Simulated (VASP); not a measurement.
# TiO (P-62m) in VASP: a series of runs, part 2 of 2

VASP 6.6.1.

## 4. Single point, PBEsol

The input, INCAR:

```
ALGO = Normal ; EDIFF = 1E-6
ENCUT = 520 ; GGA = PS
ISIF = 2 ; ISMEAR = 1
LASPH = True ; LCHARG = False
LREAL = False ; LWAVE = False
NBANDS = 36 ; NELM = 100
PREC = Accurate ; SIGMA = 0.02
```

The input, KPOINTS:

```
k-points
0
Gamma
  12 12 12
```

The input, POSCAR:

```
TiO
1.0
    4.9890877720      0.0000000000      0.0000000000
   -2.4945438860      4.3206767523      0.0000000000
    0.0000000000      0.0000000000      2.8733134400
Ti O
3 3
Direct
    0.6666666667      0.3333333333      0.5000000000
    0.3333333333      0.6666666667      0.5000000000
    0.0000000000      0.0000000000      0.0000000000
    0.6055592400      0.6055592400      0.0000000000
    0.3944407600      0.0000000000      0.0000000000
    0.0000000000      0.3944407600      0.0000000000
```

Potentials or basis: VASP PAW PBE potentials, release 64 (Ti_sv, O).

The run is started by

```sh
cat potpaw_PBE.64/Ti_sv/POTCAR potpaw_PBE.64/O/POTCAR > POTCAR
mpirun -np 1 vasp_std > vasp.out
```

OUTCAR:

```text
EDIFF = 1E-6
   ENCUT = 520
   GGA = PS
   ISIF = 2
   ISMEAR = 1
   LASPH = True
   LREAL = False
   NELM = 100
   PREC = Accurate

 ion  position               nearest neighbor table
   1  0.667  0.333  0.500-   6 2.10   6 2.10   5 2.10   5 2.10   4 2.10   4 2.10   2 2.88   2 2.88
                             2 2.88
   2  0.333  0.667  0.500-   5 2.10   5 2.10   6 2.10   6 2.10   4 2.10   4 2.10   1 2.88   1 2.88
                             1 2.88
   3  0.000  0.000  0.000-   5 1.97   4 1.97   6 1.97
   4  0.606  0.606  0.000-   3 1.97   2 2.10   2 2.10   1 2.10   1 2.10
   5  0.394  0.000  0.000-   3 1.97   2 2.10   2 2.10   1 2.10   1 2.10
   6  0.000  0.394  0.000-   3 1.97   1 2.10   1 2.10   2 2.10   2 2.10

  LATTYP: Found a hexagonal cell.
 ALAT       =     4.9890877720
 C/A-ratio  =     0.5759196012

  Lattice vectors:

 A1 = (   4.9890877720,   0.0000000000,   0.0000000000)
 A2 = (  -2.4945438860,   4.3206767523,   0.0000000000)
 A3 = (   0.0000000000,   0.0000000000,   2.8733134400)

Analysis of symmetry for initial positions (statically):
=====================================================================
 Subroutine PRICEL returns:
 Original cell was already a primitive cell.

 Routine SETGRP: Setting up the symmetry group for a
 hexagonal supercell.

 Subroutine GETGRP returns: Found 12 space group operations
 (whereof 12 operations were pure point group operations)
 out of a pool of 24 trial point group operations.

The static configuration has the point symmetry D_3h.

Analysis of symmetry for dynamics (positions and initial velocities):
=====================================================================
 Subroutine PRICEL returns:
 Original cell was already a primitive cell.

 Routine SETGRP: Setting up the symmetry group for a
 hexagonal supercell.
[... 132 lines left out ...]
     AMIX     =   0.40;   BMIX     =  1.00
     AMIX_MAG =   1.60;   BMIX_MAG =  1.00
  volume/ion in A,a.u.               =      10.32        69.66
  Fermi-wavevector in a.u.,A,eV,Ry     =   1.563942  2.955423 33.278709  2.445916
  Thomas-Fermi vector in A             =   2.666639
   LORBIT       =      0    0 simple, 1 ext, 2 COOP (PROOUT), +10 PAW based schemes
   GGA     = PS    functional components
   LHFCALC =     F    Hartree Fock is set to
   AEXX    =    0.0000 exact exchange contribution
   IVDW    =     0    specifies the selected vdW correction
   LEPSILON=     F    determine dielectric tensor
   LRPA    =     F    only Hartree local field effects (RPA)
 non-spin polarized calculation
 Methfessel and Paxton  Order N= 1 SIGMA  =   0.02
  energy-cutoff  :      520.00
  volume of cell :       61.94
 maximum number of plane-waves:      1691
 NGX is ok and might be reduce to    40
   NGX = 19   NGY = 19   NGZ = 11

 number of electron      54.0000004 magnetization

 Free energy of the ion-electron system (eV)
  ---------------------------------------------------
  ext. energy  EPLUGINS =         0.00000000
  ---------------------------------------------------
  free energy    TOTEN  =       -56.84682473 eV

  energy without entropy =      -56.84685856  energy(sigma->0) =      -56.84683601

 E-fermi :  10.5742     XC(G=0): -12.6928

 val. band max:       10.5605581151   @ k =   0.1667   0.0833   0.4167
 cond. band min:      10.5957338738   @ k =   0.1667   0.0000   0.1667
 fundamental gap:      0.0351757587
 Fermi energy:        10.5741957594

 k-point     1 :       0.0000    0.0000    0.0000
  band No.  band energies     occupation
      1     -47.5099      2.00000
      2     -47.4284      2.00000
      3     -46.9601      2.00000
      4     -24.0765      2.00000
      5     -24.0765      2.00000
      6     -23.7797      2.00000
[... 925 lines left out ...]
     35      12.4579      0.00000
     36      12.6812      0.00000

 [... further k-points ...]

------------------------ aborting loop because EDIFF is reached ----------------------------------------

  FORCE on cell =-STRESS in cart. coord.  units (eV):
  Direction    XX          YY          ZZ          XY          YZ          ZX
  --------------------------------------------------------------------------------------
  -------------------------------------------------------------------------------------
  Total       -1.6945132     -1.6945132     -2.4591108      0.0000000     -0.0000000      0.0000000
  in kB      -43.8328392    -43.8328392    -63.6110776      0.0000000     -0.0000000      0.0000000
  external PRESSURE =     -50.4255854 kB  Pullay stress =       0.0000000 kB

 VOLUME and BASIS-vectors are now :
 -----------------------------------------------------------------------------
  energy-cutoff  :      520.00
  volume of cell :       61.94
      direct lattice vectors                 reciprocal lattice vectors
     4.989087772  0.000000000  0.000000000     0.200437444  0.115722612  0.000000000
    -2.494543886  4.320676752  0.000000000     0.000000000  0.231445224  0.000000000
     0.000000000  0.000000000  2.873313440     0.000000000  0.000000000  0.348030252

 POSITION                                       TOTAL-FORCE (eV/Angst)
 -----------------------------------------------------------------------------------
      2.49454      1.44023      1.43666        -0.000000     -0.000000      0.000000
     -0.00000      2.88045      1.43666        -0.000000     -0.000000      0.000000
      0.00000      0.00000      0.00000        -0.000000     -0.000000      0.000000
      1.51059      2.61643      0.00000         0.008058      0.013956      0.000000
      1.96790      0.00000      0.00000        -0.016115     -0.000000      0.000000
     -0.98395      1.70425      0.00000         0.008058     -0.013956      0.000000
 -----------------------------------------------------------------------------------
    total drift:                               -0.000001     -0.000002      0.000001

  FREE ENERGIE OF THE ION-ELECTRON SYSTEM (eV)
  ---------------------------------------------------
  free  energy   TOTEN  =       -56.8468247338 eV

  energy  without entropy=      -56.8468585624  energy(sigma->0) =      -56.84683601
```

OSZICAR:

```text
N       E                     dE             d eps       ncg     rms          rms(c)
DAV:   1     0.774626843548E+03    0.77463E+03   -0.26973E+04  9584   0.188E+03
DAV:   2     0.569829554775E+02   -0.71764E+03   -0.69191E+03  9716   0.564E+02
DAV:   3    -0.599411104374E+02   -0.11692E+03   -0.11474E+03 14360   0.206E+02
DAV:   4    -0.671068421345E+02   -0.71657E+01   -0.71342E+01 14192   0.498E+01
DAV:   5    -0.674863903173E+02   -0.37955E+00   -0.37938E+00 13740   0.962E+00    0.276E+01
DAV:   6    -0.572132807556E+02    0.10273E+02   -0.71091E+01 14420   0.691E+01    0.983E+00
DAV:   7    -0.572998353502E+02   -0.86555E-01   -0.13486E+01 14776   0.243E+01    0.845E+00
DAV:   8    -0.568827928768E+02    0.41704E+00   -0.46552E+00 14700   0.112E+01    0.540E+00
DAV:   9    -0.568534849880E+02    0.29308E-01   -0.47010E-01 12332   0.490E+00    0.970E-01
DAV:  10    -0.568446934571E+02    0.87915E-02   -0.11662E-01 14132   0.224E+00    0.755E-01
DAV:  11    -0.568468563198E+02   -0.21629E-02   -0.60026E-03 12332   0.618E-01    0.147E-01
DAV:  12    -0.568468203602E+02    0.35960E-04   -0.15594E-03 13252   0.213E-01    0.533E-02
DAV:  13    -0.568468281164E+02   -0.77562E-05   -0.17260E-04 13800   0.965E-02    0.118E-02
DAV:  14    -0.568468244847E+02    0.36317E-05   -0.11976E-05 12376   0.296E-02    0.109E-02
DAV:  15    -0.568468247338E+02   -0.24916E-06   -0.55149E-06 11548   0.170E-02
   1 F= -.56846825E+02 E0= -.56846836E+02  d E =0.338285E-04
```

It took 2.8 min on 1 thread of Intel Xeon 6975P-C (Granite Rapids), shared host; peak memory 0.34 GiB.

What came out:

| Quantity | Value |
| --- | --- |
| Free energy | -56.8468 eV |
| Pressure | -5.0 GPa |
| Largest force | 0.016 eV/Å |
| Band gap on the k mesh | zero (band 27 reaches 11.15 eV, above the bottom of band 28 at 9.73 eV) |

Forces in eV/Å, atoms in the order of the input:
```
Ti   0.000  0.000  0.000
Ti   0.000  0.000  0.000
Ti   0.000  0.000  0.000
O    0.008  0.014  0.000
O   -0.016  0.000  0.000
O    0.008 -0.014  0.000
```

Stress tensor (GPa, compression positive):
```
-4.38  0.00  0.00
 0.00 -4.38  0.00
 0.00  0.00 -6.36
```

Levels at points of the mesh, in eV from the Fermi level:
```tsv
k point	band 24	band 25	band 26	band 27	band 28	band 29	band 30	band 31
(0.00, 0.00, 0.00)	-5.54	-3.43	-0.85	-0.84	-0.84	0.27	0.27	0.76
(0.50, 0.00, 0.00)	-5.24	-2.51	-2.09	-1.80	0.34	0.87	1.08	1.34
(0.00, 0.00, 0.50)	-5.71	-1.97	-1.97	0.57	1.00	1.00	1.15	1.15
(0.50, 0.00, 0.50)	-5.39	-2.02	-1.44	-0.55	0.47	0.61	1.56	1.59
```

Caveat: the PAW data sets were made with another functional, which shifts forces and pressure a little; semilocal functionals often make such compounds metallic where correlation or magnetic order opens a gap, which also shifts bond lengths.

## 5. Summary

| smearing | gap on the mesh (eV) | pressure (GPa) | largest force (eV/Å) |
| --- | --- | --- | --- |
| fermi-dirac 0.2 eV | none | -4.5 | 0.04 |
| fermi-dirac 0.3 eV | none | -3.5 | 0.04 |
| methfessel-paxton 0.02 eV | none | -5.0 | 0.02 |

Alike in all rows: task single point; level PBEsol; potentials or basis VASP PAW PBE potentials, release 64 (Ti_sv, O); no spin polarisation; cell as given; k mesh 12 × 12 × 12; cutoff (eV) 520.

Every run on the cell as given and a fine mesh finds a metal.

Caveats: the PAW data sets were made with another functional, which shifts forces and pressure a little; semilocal functionals often make such compounds metallic where correlation or magnetic order opens a gap, which also shifts bond lengths.

Absolute energies hang on the potentials; compare differences alone.
